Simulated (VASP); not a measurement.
Input of a VASP 6.6.1 run:

INCAR

```
PREC = Accurate ; ENCUT = 520
EDIFF = 1E-6 ; ISMEAR = 0
SIGMA = 0.1 ; LREAL = False
LASPH = True ; NELM = 150
ALGO = Normal ; ISIF = 2
LWAVE = False ; LCHARG = False
ISPIN = 2 ; MAGMOM = 1 0 0
LORBIT = 11 ; LMAXMIX = 4
GGA = PE ; NBANDS = 24
```

File KPOINTS:

```
regular mesh
0
Gamma
  4 4 6
```

File POSCAR:

```
ZrF2
1.0
    4.2380281779      0.0000000000      0.0000000000
    0.0000000000      4.2380281779      0.0000000000
    0.0000000000      0.0000000000      2.9850156081
Zr F
1 2
Direct
    0.5000000000      0.5000000000      0.0000000000
    0.0000000000      0.5000000000      0.0000000000
    0.5000000000      0.0000000000      0.0000000000
```

Potentials or basis: VASP PAW PBE potentials, release 64 (Zr_sv, F).

Launch:

```sh
$ cat potpaw_PBE.64/Zr_sv/POTCAR potpaw_PBE.64/F/POTCAR > POTCAR
$ mpirun -np 1 vasp_std > vasp.out
```

Question: What does it give for the net moment?

Answer: -0.14 μB per cell.

Question: Predict the pressure.

Answer: 0.0 GPa.

Stress tensor (GPa, compression positive):
```
 0.12  0.00  0.00
 0.00  0.12  0.00
 0.00  0.00 -0.24
```

Caveat: the k points lie up to 0.37 Å⁻¹ apart.
